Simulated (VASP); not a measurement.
Here is a VASP 6.6.1 calculation.

Contents of POSCAR:

```
TiS2
1.0
    3.4106015318      0.0000000000      0.0000000000
   -1.7053007659      2.9536675687      0.0000000000
    0.0000000000      0.0000000000      5.7387202085
Ti S
1 2
Direct
    0.0000000000      0.0000000000      0.0000000000
    0.3333333333      0.6666666667      0.2449123212
    0.6666666667      0.3333333333      0.7550876788
```

File INCAR.step1:

```
PREC = Accurate
ENCUT = 400
EDIFF = 1E-5
ISMEAR = -1
SIGMA = 0.02
LREAL = F
LASPH = T
NELM = 120
ALGO = Normal
ISIF = 2
LWAVE = T
GGA = PE
NBANDS = 19
GGA_COMPAT = F
```

File INCAR.step2:

```
PREC = Accurate
ENCUT = 400
EDIFF = 1E-6
ISMEAR = -1
SIGMA = 0.02
LREAL = F
LASPH = T
NELM = 120
ALGO = Normal
ISIF = 2
LWAVE = F
LCHARG = T
GGA = PE
LHFCALC = T
HFSCREEN = 0.2079
PRECFOCK = Normal
LELF = T
LVHAR = T
ISTART = 1
NBANDS = 19
GGA_COMPAT = F
```

KPOINTS

```
regular mesh
0
Gamma
  6 6 2
```

Potentials or basis: VASP PAW PBE potentials, release 64 (Ti_sv, S).

The run is started by

```console
$ cat potpaw_PBE.64/Ti_sv/POTCAR potpaw_PBE.64/S/POTCAR > POTCAR
$ cp INCAR.step1 INCAR
$ mpirun -np 1 vasp_std > vasp.out
$ cp INCAR.step2 INCAR
$ mpirun -np 1 vasp_std > vasp.out
```

(1) Estimate the band gap on the k mesh.

(2) What does it give for the largest force?

(3) Estimate the pressure.

## Answers

(1) 0.60 eV (least direct gap 1.14 eV).

(2) 0.243 eV/Å.

(3) -0.3 GPa.

Caveat: the k points lie up to 0.55 Å⁻¹ apart; the PAW data sets were made with another functional, which shifts forces and pressure a little; this functional lacks dispersion, which binds the layers, so the pressure and a relaxed spacing across them are unreliable.
